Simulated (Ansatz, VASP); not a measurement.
# One calculation of CoSn, two programs

```
Co Sn
1.0
     5.29587    0.00000    0.00000
    -2.64794    4.58636    0.00000
     0.00000    0.00000    4.23178
Co Sn
3 3
Direct
  0.00000 0.50000 0.00000
  0.50000 0.50000 0.00000
  0.50000 0.00000 0.00000
  0.66667 0.33333 0.50000
  0.33333 0.66667 0.50000
  0.00000 0.00000 0.00000
```

Alike in both runs: functional PBE; k mesh 12 × 12 × 12; occupations gaussian, width 0.1 eV; no spin polarisation.

Ansatz relaxed the structure, and its values are those at the end. VASP's run is a single point on that final structure, the one shown.

|  | VASP | Ansatz |
| --- | --- | --- |
| version | VASP 6.6.1 | Ansatz 0.2.0 |
| potentials or method | VASP PAW PBE potentials, release 64 (Co, Sn_d), cutoff 520 eV | scalar-relativistic, plane waves, PAW |
| valence electrons in the cell | 69 | 93 |

|  | VASP | Ansatz | Ansatz less VASP |
| --- | --- | --- | --- |
| gap on the k mesh at the Fermi level (eV) | none | none | - |
| pressure (GPa) | -0.1 | 0.0 | +0.10 |

A gap of «none» marks a metal or a gap that the smearing closes. With one functional, cell and mesh, what is left measures potentials, basis and numerics. VASP's potentials hold 69 valence electrons a cell and Ansatz's 93, so a difference there can come from the potentials and not from the codes.
